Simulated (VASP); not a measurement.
KI: single point with BLYP

Crystal: KI.

```
K I
1.0
     0.00000    3.75391    3.75391
     3.75391    0.00000    3.75391
     3.75391    3.75391    0.00000
K I
1 1
Direct
  0.00000 0.00000 0.00000
  0.50000 0.50000 0.50000
```

* Program: VASP 6.6.1
* Task: single point
* Functional: BLYP
* Potentials or basis: VASP PAW PBE potentials, release 64 (K_sv, I)
* Cutoff: 500 eV
* k mesh: 1 × 1 × 1, shifted
* Occupations: gaussian, width 0.1 eV
* Spin: collinear spin, ferromagnetic start
* Starting moments: [0.0, 1.0] μB
* Dipole correction: no
* Further INCAR settings: ALGO = Normal; EDIFF = 1e-06; NBANDS = 19

The pressure is 1.6 GPa and the band gap on the k mesh is 4.54 eV. The net moment is 0.00 μB per cell and the valence electrons inside the program's atomic spheres are K 7.49; I 4.39.

Levels at points of the mesh, in eV from the valence-band top:
Spin up:
```csv
k point,band 6,band 7,band 8,band 9,band 10,band 11
"(0.25, 0.25, 0.25)",-0.46,0.00,0.00,4.54,6.33,6.86
```
Spin down:
```tsv
k point	band 6	band 7	band 8	band 9	band 10	band 11
(0.25, 0.25, 0.25)	-0.46	0.00	0.00	4.54	6.33	6.85
```

It took 23 s on 1 thread of Intel(R) Xeon(R) Platinum 8488C (Sapphire Rapids) (shared host), peak memory 0.26 GiB.

Caveat: the k points lie up to 1.45 Å⁻¹ apart; the PAW data sets were made with another functional, which shifts forces and pressure a little; spin-orbit coupling is left out, which moves the levels of the heavy elements. A k mesh can miss the band edges.
